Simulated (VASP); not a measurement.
Input of a VASP 6.6.1 run:

Contents of INCAR:

```
SYSTEM = CdSe
PREC = Accurate ; ENCUT = 600
EDIFF = 1E-7 ; ISMEAR = -1
SIGMA = 0.05 ; LREAL = .False.
LASPH = .True. ; NELM = 60
ALGO = Normal ; ISIF = 3
LWAVE = .False. ; LCHARG = .False.
GGA = RP ; IVDW = 13
IBRION = 2 ; NSW = 60
EDIFFG = -0.01
```

The input KPOINTS:

```
regular mesh
0
Gamma
  7 7 4
  0 0 0
```

The input POSCAR:

```
CdSe
1.0
    4.3000000000      0.0000000000      0.0000000000
   -2.1500000000      3.7239092363      0.0000000000
    0.0000000000      0.0000000000      7.0200000000
Cd Se
2 2
Direct
    0.6666666667      0.3333333333      0.5000000000
    0.3333333333      0.6666666667      0.0000000000
    0.6666666667      0.3333333333      0.8850000000
    0.3333333333      0.6666666667      0.3850000000
```

Potentials or basis: VASP PAW PBE potentials, release 64 (Cd, Se).

Command:

```sh
$ cat potpaw_PBE.64/Cd/POTCAR potpaw_PBE.64/Se/POTCAR > POTCAR
$ mpirun -np 1 vasp_std > vasp.out
```

Task: Estimate the band gap on the k mesh.

Result: 0.80 eV.

Task: Predict the dispersion energy per atom.

Result: -0.581 eV.

Final structure:
```yaml
crystal:
  lattice:
    - [4.33648, 0.00000, 0.00000]
    - [-2.16824, 3.75550, 0.00000]
    - [0.00000, 0.00000, 7.06134]
  atoms:
    - { symbol: Cd, position: [0.66667, 0.33333, 0.50439] }
    - { symbol: Cd, position: [0.33333, 0.66667, 0.00439] }
    - { symbol: Se, position: [0.66667, 0.33333, 0.88061] }
    - { symbol: Se, position: [0.33333, 0.66667, 0.38061] }
```

 Zero-point motion and thermal expansion aren't in these numbers.
